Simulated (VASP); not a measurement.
Be24N, 25 atoms in the cell. The cell holds a slab with vacuum, 25 atoms: a = 4.452 Å, b = 7.033 Å, c = 19.800 Å, α = 90.00°, β = 90.00°, γ = 90.00°. 

- Program: VASP 6.6.1
- Task: single point
- Functional: LDA
- Potentials or basis: VASP PAW LDA potentials, release 64 (Be, N)
- Cutoff: 520 eV
- k mesh: 6 × 4 × 1
- Occupations: gaussian, width 0.1 eV
- Spin: no spin polarisation
- Dipole correction: yes
- Further INCAR settings: LREAL = Auto; ALGO = Normal; EDIFF = 1e-07; NBANDS = 44

Potentials or basis: VASP PAW LDA potentials, release 64 (Be, N).

Run with:

```console
$ cat potpaw_LDA.64/Be/POTCAR potpaw_LDA.64/N/POTCAR > POTCAR
$ mpirun -np 1 vasp_std > vasp.out
```

Hardware: 1 thread of Intel(R) Xeon(R) 6975P-C (Granite Rapids), with other jobs on the host.

**Question.** How long does it take, and how much memory?

**Answer.** Run time: 7.4 min on 1 thread of Intel(R) Xeon(R) 6975P-C (Granite Rapids) (shared host), peak memory 0.58 GiB. Counts: scf iterations 28, k points 12.
